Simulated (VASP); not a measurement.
Here is a VASP 6.6.1 calculation.

INCAR

```
PREC     = Accurate       # precision mode
ENCUT    = 520            # plane-wave cutoff, eV
EDIFF    = 1E-7           # SCF threshold, eV
ISMEAR   = 0              # smearing method
SIGMA    = 0.1            # smearing width, eV
LREAL    = F              # projectors in reciprocal space
LASPH    = T              # aspherical terms in the spheres
NELM     = 100            # most SCF steps
ALGO     = Fast           # electronic algorithm
ISIF     = 2              # what is computed and relaxed
LWAVE    = F              # write WAVECAR
LCHARG   = T              # write CHGCAR
GGA      = PS             # functional
LELF     = T              # ELF
LVHAR    = T            
NBANDS   = 18             # bands
```

KPOINTS

```
regular mesh
0
Gamma
  14 14 10
```

File POSCAR:

```
Y
1.0
    2.5382418026      2.5382418026      0.0000000000
   -2.4917157206      2.4917157206      0.0000000000
    0.0000000000      0.0000000000      4.9200530681
Y
2
Direct
    0.0000000000      0.0000000000      0.0000000000
    0.5000000000      0.5000000000      0.5000000000
```

Potentials or basis: VASP PAW PBE potentials, release 64 (Y_sv).

Command:

```sh
$ cat potpaw_PBE.64/Y_sv/POTCAR > POTCAR
$ mpirun -np 1 vasp_std > vasp.out
```

What does it give for the band gap on the k mesh?

Zero (bands 11 and 12 overlap by 1.76 eV).

What does it give for the pressure?

-0.5 GPa.

Stress tensor (GPa, compression positive):
```
-0.75 -0.61  0.00
-0.61 -0.75  0.00
 0.00  0.00 -0.13
```

Caveat: the cell differs from its parent crystal (uniaxial strain along a: +2.0 %, then relaxed in part); the PAW data sets were made with another functional, which shifts forces and pressure a little.
